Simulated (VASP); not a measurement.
Runs of VASP 6.6.1 on SiC. The structure is that of space group P-6m2 (No. 187), or close to it. The cells are those of the table. 

| task | potentials or basis | cell | k mesh | cutoff (eV) | smearing | second run | gap on the mesh (eV) | pressure (GPa) | relaxed volume (Å³/atom) |
| --- | --- | --- | --- | --- | --- | --- | --- | --- | --- |
| relaxation of cell and atoms | VASP PAW PBE potentials, release 64 (Si, C_h) | relaxed from a = 3.096, b = 3.096, c = 4.637 Å, angles 90.0, 90.0, 120.0°, 2 atoms | 12 × 12 × 6 | 910 | gaussian 0.02 eV | hard_potentials | 2.03 | 0.0 | 19.88 |
| single point | VASP PAW PBE potentials, release 64 (Si, C) | a = 2.104, b = 2.104, c = 7.303 Å, angles 90.0, 90.0, 120.0°, 2 atoms | 12 × 12 × 4 | 520 | gaussian 0.1 eV | - | none | (a) | - |
| relaxation of cell and atoms | VASP PAW PBE potentials, release 64 (Si, C) | relaxed from a = 2.104, b = 2.104, c = 7.303 Å, angles 90.0, 90.0, 120.0°, 2 atoms | 12 × 12 × 4 | 600 | gaussian 0.1 eV | - | 2.03 | -0.1 | (b) |
| single point | VASP PAW PBE potentials, release 64 (Si, C) | a = 3.097, b = 3.097, c = 5.012 Å, angles 90.0, 90.0, 120.0°, 2 atoms | 12 × 12 × 6 | 520 | gaussian 0.02 eV | - | 2.15 | 0.0 | - |
| single point | VASP PAW PBE potentials, release 64 (Si, C) | a = 3.096, b = 3.096, c = 4.637 Å, angles 90.0, 90.0, 120.0°, 2 atoms | 12 × 12 × 4 | 520 | gaussian 0.1 eV | - | 1.91 | 0.0 | - |

Alike in all rows: level PBE; no spin polarisation.

**Question.** Fill in the values left out.

**Answer.** (a) 412.7; (b) 19.28.

Caveats: the cutoff is under 1.25 times the usual one of these potentials, so pressure, stress and relaxed cells hold a basis-set (Pulay) error (some runs); the volume moved by over 15 % at a fixed basis, so the end points are rough (some runs).

A k mesh can miss the band edges.

A gap of «none» marks levels without a gap at the run's occupations.
